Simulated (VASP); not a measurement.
# TePt (P6_3/mmc) in VASP: further runs

Runs on TePt. Level: LDA. Tasks: single point.

Everything below comes from runs of VASP 6.6.1. Logs are shortened: lines on timing, memory, paths and dates and some standing lists are left out, and cuts for length are marked.

## 1. The cell of the first run

It takes space group P6_3/mmc (No. 194, hexagonal). The conventional cell has a = 4.023 Å, b = 4.023 Å, c = 5.275 Å, α = 90.00°, β = 90.00°, γ = 120.00°. Within 3.6 Å of Te (site symmetry -6m2) lie 6 Pt at 2.67 Å and 6 Te at 3.51 Å. Pt (site symmetry -3m) has 2 Pt at 2.64 Å and 6 Te at 2.67 Å within 3.5 Å.

## 2. Single point, LDA, collinear spin (18.48 Å³/atom)

File INCAR:

```
PREC     = Accurate       # precision mode
ENCUT    = 520            # plane-wave cutoff, eV
EDIFF    = 1E-6           # SCF threshold, eV
ISMEAR   = 0              # smearing method
SIGMA    = 0.15           # smearing width, eV
LREAL    = False          # projectors in reciprocal space
LASPH    = True           # aspherical terms in the spheres
NELM     = 150            # most SCF steps
ALGO     = Normal         # electronic algorithm
ISIF     = 2              # what is computed and relaxed
LWAVE    = False          # write WAVECAR
LCHARG   = False          # write CHGCAR
ISPIN    = 2              # spin polarisation
MAGMOM   = 0 0 0.375 0.375 # initial moments
LORBIT   = 11             # projections on sites
NUPDOWN  = 0.75           # fixed moment
LMAXMIX  = 4              # l up to which the mixer works
NBANDS   = 28             # bands
```

File KPOINTS:

```
regular mesh
0
Gamma
  12 12 8
```

File POSCAR:

```
TePt
1.0
    4.0231984860      0.0000000000      0.0000000000
   -2.0115992430      3.4841920933      0.0000000000
    0.0000000000      0.0000000000      5.2745134137
Te Pt
2 2
Direct
    0.3333333333      0.6666666667      0.2500000000
    0.6666666667      0.3333333333      0.7500000000
    0.0000000000      0.0000000000      0.0000000000
    0.0000000000      0.0000000000      0.5000000000
```

Potentials or basis: VASP PAW LDA potentials, release 64 (Te, Pt).

Started as:

```console
$ cat potpaw_LDA.64/Te/POTCAR potpaw_LDA.64/Pt/POTCAR > POTCAR
$ mpirun -np 1 vasp_std > vasp.out
```

OUTCAR:

```text
PREC = Accurate
   ENCUT = 520
   EDIFF = 1E-6
   ISMEAR = 0
   LREAL = False
   LASPH = True
   NELM = 150
   ISIF = 2
   ISPIN = 2
   LORBIT = 11
   NUPDOWN = 0.75

 ion  position               nearest neighbor table
   1  0.333  0.667  0.250-   3 2.67   4 2.67   3 2.67   4 2.67   3 2.67   4 2.67   2 3.51   2 3.51
                             2 3.51   2 3.51   2 3.51   2 3.51
   2  0.667  0.333  0.750-   3 2.67   4 2.67   3 2.67   4 2.67   3 2.67   4 2.67   1 3.51   1 3.51
                             1 3.51   1 3.51   1 3.51   1 3.51
   3  0.000  0.000  0.000-   4 2.64   4 2.64   1 2.67   2 2.67   1 2.67   2 2.67   2 2.67   1 2.67

   4  0.000  0.000  0.500-   3 2.64   3 2.64   1 2.67   2 2.67   1 2.67   2 2.67   2 2.67   1 2.67

  LATTYP: Found a hexagonal cell.
 ALAT       =     4.0231984860
 C/A-ratio  =     1.3110249052

  Lattice vectors:

 A1 = (   4.0231984860,   0.0000000000,   0.0000000000)
 A2 = (  -2.0115992430,   3.4841920933,   0.0000000000)
 A3 = (   0.0000000000,   0.0000000000,   5.2745134137)

Analysis of symmetry for initial positions (statically):
=====================================================================
 Subroutine PRICEL returns:
 Original cell was already a primitive cell.

 Routine SETGRP: Setting up the symmetry group for a
 hexagonal supercell.

 Subroutine GETGRP returns: Found 24 space group operations
 (whereof 12 operations were pure point group operations)
 out of a pool of 24 trial point group operations.

The static configuration has the point symmetry D_3d.
 The point group associated with its full space group is D_6h.

Analysis of symmetry for dynamics (positions and initial velocities):
=====================================================================
 Subroutine PRICEL returns:
 Original cell was already a primitive cell.

 Routine SETGRP: Setting up the symmetry group for a
 hexagonal supercell.

 Subroutine GETGRP returns: Found 24 space group operations
 (whereof 12 operations were pure point group operations)
 out of a pool of 24 trial point group operations.

The dynamic configuration has the point symmetry D_3d.
 The point group associated with its full space group is D_6h.

Analysis of structural, dynamic, and magnetic symmetry:
=====================================================================
 Subroutine PRICEL returns:
 Original cell was already a primitive cell.

 Routine SETGRP: Setting up the symmetry group for a
 hexagonal supercell.

 Subroutine GETGRP returns: Found 24 space group operations
 (whereof 12 operations were pure point group operations)
 out of a pool of 24 trial point group operations.

The overall configuration has the point symmetry D_3d.
 The point group associated with its full space group is D_6h.

 Subroutine INISYM returns: Found 24 space group operations
 (whereof 12 operations are pure point group operations),
 and found     1 'primitive' translations

----------------------------------------------------------------------------------------

                                     Primitive cell

  volume of cell :      73.9360

  direct lattice vectors                    reciprocal lattice vectors
     4.023198486  0.000000000  0.000000000     0.248558455  0.143505291  0.000000000
    -2.011599243  3.484192093  0.000000000     0.000000000  0.287010582  0.000000000
     0.000000000  0.000000000  5.274513414     0.000000000  0.000000000  0.189590948

  length of vectors
     4.023198486  4.023198486  5.274513414     0.287010582  0.287010582  0.189590948

  position of ions in fractional coordinates (direct lattice)
     0.333333333  0.666666667  0.250000000
     0.666666667  0.333333333  0.750000000
     0.000000000  0.000000000  0.000000000
     0.000000000  0.000000000  0.500000000

  ion indices of the primitive-cell ions
   primitive index   ion index
                 1           1
                 2           2
                 3           3
                 4           4

----------------------------------------------------------------------------------------

 KPOINTS: regular mesh

Automatic generation of k-mesh.
 Grid dimensions read from file:
 generate k-points for:   12   12    8

 Generating k-lattice:

  Cartesian coordinates                     Fractional coordinates (reciprocal lattice)
     0.020713205  0.011958774  0.000000000     0.083333333  0.000000000  0.000000000
     0.000000000  0.023917548  0.000000000     0.000000000  0.083333333  0.000000000
     0.000000000  0.000000000  0.023698869     0.000000000  0.000000000  0.125000000

  Length of vectors
     0.023917548  0.023917548  0.023698869

  Shift w.r.t. Gamma in fractional coordinates (k-lattice)
     0.000000000  0.000000000  0.000000000

 Subroutine IBZKPT returns following result:
 ===========================================

 Found     95 irreducible k-points:

 Following reciprocal coordinates:
            Coordinates               Weight
  0.000000  0.000000  0.000000      1.000000
  0.083333  0.000000  0.000000      6.000000
  0.166667  0.000000  0.000000      6.000000
  0.250000  0.000000  0.000000      6.000000
  0.333333  0.000000  0.000000      6.000000
  0.416667  0.000000  0.000000      6.000000
[... 16 lines left out ...]
  0.250000  0.000000  0.125000     12.000000
  0.333333  0.000000  0.125000     12.000000
 [... further k-points ...]
   k-points           NKPTS =     95   k-points in BZ     NKDIM =     95   number of bands    NBANDS=     28
   number of dos      NEDOS =    301   number of ions     NIONS =      4
   total plane-waves  NPLWV =  36000
   dimension x,y,z NGX =    30 NGY =   30 NGZ =   40
   dimension x,y,z NGXF=    60 NGYF=   60 NGZF=   80
   ions per type =               2   2
   NGX,Y,Z   is equivalent  to a cutoff of  12.40, 12.40, 12.61 a.u.
   NGXF,Y,Z  is equivalent  to a cutoff of  24.79, 24.79, 25.21 a.u.
 SYSTEM =  unknown system
   PREC   = accura    normal or accurate (medium, high low for compatibility)
   ISTART =      0    job   : 0-new  1-cont  2-samecut
   ICHARG =      2    charge: 1-file 2-atom 10-const
   ISPIN  =      2    spin polarized calculation?
   LNONCOLLINEAR =      F non collinear calculations
   LSORBIT =      F    spin-orbit coupling
   LASPH  =      T    aspherical Exc in radial PAW
   ENCUT  =  520.0 eV  38.22 Ry    6.18 a.u.   7.48  7.48  9.81*2*pi/ulx,y,z
   NELM   =    150;   NELMIN=  2; NELMDL= -5     # of ELM steps
   EDIFF  = 0.1E-05   stopping-criterion for ELM
   LREAL  =      F    real-space projection
   EDIFFG = 0.1E-04   stopping-criterion for IOM
   NSW    =      0    number of steps for IOM
   IBRION =     -1    ionic relax: 0-MD 1-quasi-New 2-CG
   NFREE  =      0    steps in history (QN), initial steepest desc. (CG)
   ISIF   =      2    stress and relaxation
   ISYM   =      2    0-nonsym 1-usesym 2-fastsym
   POTIM  = 0.5000    time-step for ionic-motion
   TEBEG  =    0.0;   TEEND  =   0.0 temperature during run
   PSTRESS=    0.0 pullay stress
   NELECT =      32.0000    total number of electrons
   NUPDOWN=       0.7500    fix difference up-down
   EMIN   =  10.00;   EMAX   =-10.00  energy-range for DOS
   EFERMI =   0.00;   METHOD = LEGACY
   ISMEAR =     0;   SIGMA  =   0.15  broadening in eV -4-tet -1-fermi 0-gaus
   EFERMI_NEDOS =   21; number of points for ismear=-14 and -15
   IALGO  =     38    algorithm
   IMIX   =      4    mixing-type and parameters
     AMIX     =   0.40;   BMIX     =  1.00
     AMIX_MAG =   1.60;   BMIX_MAG =  1.00
  volume/ion in A,a.u.               =      18.48       124.74
  Fermi-wavevector in a.u.,A,eV,Ry     =   1.238339  2.340121 20.864305  1.533483
  Thomas-Fermi vector in A             =   2.372868
   LORBIT       =     11    0 simple, 1 ext, 2 COOP (PROOUT), +10 PAW based schemes
   GGA     = CA    functional components
   LHFCALC =     F    Hartree Fock is set to
   AEXX    =    0.0000 exact exchange contribution
   IVDW    =     0    specifies the selected vdW correction
   LEPSILON=     F    determine dielectric tensor
   LRPA    =     F    only Hartree local field effects (RPA)
 spin polarized calculation
 Gauss-broadening in eV      SIGMA  =   0.15
  energy-cutoff  :      520.00
  volume of cell :       73.94
 maximum number of plane-waves:      2009
 NGX is ok and might be reduce to    30
   NGX = 15   NGY = 15   NGZ = 19

 number of electron      31.9999996 magnetization       0.7500000

 Free energy of the ion-electron system (eV)
  ---------------------------------------------------
  ext. energy  EPLUGINS =         0.00000000
  ---------------------------------------------------
  free energy    TOTEN  =       -22.63802619 eV

  energy without entropy =      -22.61588087  energy(sigma->0) =      -22.62695353

 E-fermi :  11.8491     XC(G=0): -12.1635

 val. band max:       12.5288448021   @ k =   0.1667   0.0833   0.0000
 cond. band min:      11.8585837656   @ k =   0.2500   0.0000   0.1250
 fundamental gap:     -0.6702610365
 Fermi energy:        12.5317954714

 spin component 1

 k-point     1 :       0.0000    0.0000    0.0000
  band No.  band energies     occupation
      1      -3.4241      1.00000
      2       0.2397      1.00000
      3       3.5072      1.00000
      4       4.6136      1.00000
      5       4.6136      1.00000
      6       5.1503      1.00000
[... 20 lines left out ...]
     27      22.3581      0.00000
     28      22.3582      0.00000

 k-point     2 :       0.0833    0.0000    0.0000
  band No.  band energies     occupation
      1      -3.3392      1.00000
      2       0.1622      1.00000
      3       3.6149      1.00000
      4       4.6433      1.00000
      5       4.7527      1.00000
      6       5.1190      1.00000
[... 674 lines left out ...]
 k-point    24 :       0.3333    0.0000    0.1250
  band No.  band energies     occupation
      1      -2.1296      1.00000
      2      -0.6059      1.00000
      3       3.8995      1.00000
      4       4.7688      1.00000
      5       4.9125      1.00000
      6       5.6510      1.00000
[... 20 lines left out ...]
     27      23.3194      0.00000
     28      23.5234      0.00000

 [... further k-points ...]

 spin component 2

 k-point     1 :       0.0000    0.0000    0.0000
  band No.  band energies     occupation
      1      -3.3266      1.00000
      2       0.3408      1.00000
      3       3.6064      1.00000
      4       4.7180      1.00000
      5       4.7180      1.00000
      6       5.2543      1.00000
[... 20 lines left out ...]
     27      22.4548      0.00000
     28      22.4557      0.00000

 k-point     2 :       0.0833    0.0000    0.0000
  band No.  band energies     occupation
      1      -3.2416      1.00000
      2       0.2636      1.00000
      3       3.7141      1.00000
      4       4.7478      1.00000
      5       4.8563      1.00000
      6       5.2226      1.00000
[... 674 lines left out ...]
 k-point    24 :       0.3333    0.0000    0.1250
  band No.  band energies     occupation
      1      -2.0303      1.00000
      2      -0.5029      1.00000
      3       3.9916      1.00000
      4       4.8679      1.00000
      5       5.0153      1.00000
      6       5.7492      1.00000
[... 20 lines left out ...]
     27      23.4014      0.00000
     28      23.6148      0.00000

 [... further k-points ...]

------------------------ aborting loop because EDIFF is reached ----------------------------------------

  FORCE on cell =-STRESS in cart. coord.  units (eV):
  Direction    XX          YY          ZZ          XY          YZ          ZX
  --------------------------------------------------------------------------------------
  -------------------------------------------------------------------------------------
  Total       11.9227846     11.9227846     12.7874463      0.0000000     -0.0000000      0.0000000
  in kB      258.3641966    258.3641966    277.1012296      0.0000000     -0.0000000      0.0000000
  external PRESSURE =     264.6098743 kB  Pullay stress =       0.0000000 kB

 VOLUME and BASIS-vectors are now :
 -----------------------------------------------------------------------------
  energy-cutoff  :      520.00
  volume of cell :       73.94
      direct lattice vectors                 reciprocal lattice vectors
     4.023198486  0.000000000  0.000000000     0.248558455  0.143505291  0.000000000
    -2.011599243  3.484192093  0.000000000     0.000000000  0.287010582  0.000000000
     0.000000000  0.000000000  5.274513414     0.000000000  0.000000000  0.189590948

 POSITION                                       TOTAL-FORCE (eV/Angst)
 -----------------------------------------------------------------------------------
     -0.00000      2.32279      1.31863         0.000000     -0.000000      0.000000
      2.01160      1.16140      3.95589        -0.000000      0.000000      0.000000
      0.00000      0.00000      0.00000        -0.000000      0.000000      0.000000
      0.00000      0.00000      2.63726        -0.000000      0.000000      0.000000
 -----------------------------------------------------------------------------------
    total drift:                               -0.000000      0.000000      0.000000

  FREE ENERGIE OF THE ION-ELECTRON SYSTEM (eV)
  ---------------------------------------------------
  free  energy   TOTEN  =       -22.6380261935 eV

  energy  without entropy=      -22.6158808658  energy(sigma->0) =      -22.62695353

 total charge

# of ion       s       p       d       tot
------------------------------------------
    1        1.415   1.883   0.153   3.450
    2        1.415   1.883   0.153   3.450
    3        0.700   0.684   8.345   9.729
    4        0.700   0.684   8.345   9.729
--------------------------------------------------
tot          4.230   5.132  16.995  26.358

 magnetization (x)

# of ion       s       p       d       tot
------------------------------------------
    1        0.023   0.085   0.007   0.116
    2        0.023   0.085   0.007   0.116
    3        0.010   0.029   0.148   0.186
    4        0.010   0.029   0.148   0.186
--------------------------------------------------
tot          0.067   0.227   0.310   0.604
```

It took 1.9 min on 1 thread of Intel Xeon 6975P-C (Granite Rapids), shared host; peak memory 0.37 GiB.

Results:

```yaml
Free_energy: -22.6380 eV
Pressure: 26.5 GPa
Net_moment: 0.75 μB per cell
Site_moments: Te +0.12; Pt +0.19 μB
Valence_electrons_inside_the_program's_atomic_spheres: Te 3.45; Pt 9.73
```

Stress tensor (GPa, compression positive):
```
25.84  0.00  0.00
 0.00 25.84  0.00
 0.00  0.00 27.71
```

Caveat: the cell stands under pressure; spin-orbit coupling is left out, which moves the levels of the heavy elements; the total moment is fixed, so each spin has its own Fermi level.

## 3. Single point, LDA, collinear spin (19.32 Å³/atom)

This run uses another cell than the first one, of 19.32 Å³/atom.

File INCAR:

```
PREC     = Accurate       # precision mode
ENCUT    = 520            # plane-wave cutoff, eV
EDIFF    = 1E-7           # SCF threshold, eV
ISMEAR   = 0              # smearing method
SIGMA    = 0.15           # smearing width, eV
LREAL    = False          # projectors in reciprocal space
LASPH    = True           # aspherical terms in the spheres
NELM     = 150            # most SCF steps
ALGO     = Normal         # electronic algorithm
ISIF     = 2              # what is computed and relaxed
LWAVE    = False          # write WAVECAR
LCHARG   = True           # write CHGCAR
ISPIN    = 2              # spin polarisation
MAGMOM   = 0 0 0.062 0.062 # initial moments
LORBIT   = 11             # projections on sites
NUPDOWN  = 0.125          # fixed moment
LMAXMIX  = 4              # l up to which the mixer works
LELF     = True           # ELF
LVHAR    = True         
NBANDS   = 28             # bands
```

File KPOINTS:

```
Automatic mesh
0
Gamma
  12 12 8
```

File POSCAR:

```
TePt
1.0
    4.0832422724      0.0000000000      0.0000000000
   -2.0416211362      3.5361915377      0.0000000000
    0.0000000000      0.0000000000      5.3532323131
Te Pt
2 2
Direct
    0.3333333333      0.6666666667      0.2500000000
    0.6666666667      0.3333333333      0.7500000000
    0.0000000000      0.0000000000      0.0000000000
    0.0000000000      0.0000000000      0.5000000000
```

Potentials or basis: VASP PAW LDA potentials, release 64 (Te, Pt).

Started as:

```console
$ cat potpaw_LDA.64/Te/POTCAR potpaw_LDA.64/Pt/POTCAR > POTCAR
$ mpirun -np 1 vasp_std > vasp.out
```

It took 5.4 min on 1 thread of Intel Xeon Platinum 8259CL at 2.50GHz (Skylake/Cascade Lake), shared host; peak memory 0.38 GiB.

It converged, with:

| Quantity | Value |
| --- | --- |
| Free energy | -23.1948 eV |
| Pressure | 15.4 GPa |
| Net moment | 0.12 μB per cell |
| Site moments | Te +0.02; Pt +0.03 μB |
| Valence electrons inside the program's atomic spheres | Te 3.40; Pt 9.60 |

Stress tensor (GPa, compression positive):
```
14.94  0.00  0.00
 0.00 14.94  0.00
 0.00  0.00 16.42
```

Caveat: the cell stands under pressure; spin-orbit coupling is left out, which moves the levels of the heavy elements; the total moment is fixed, so each spin has its own Fermi level.
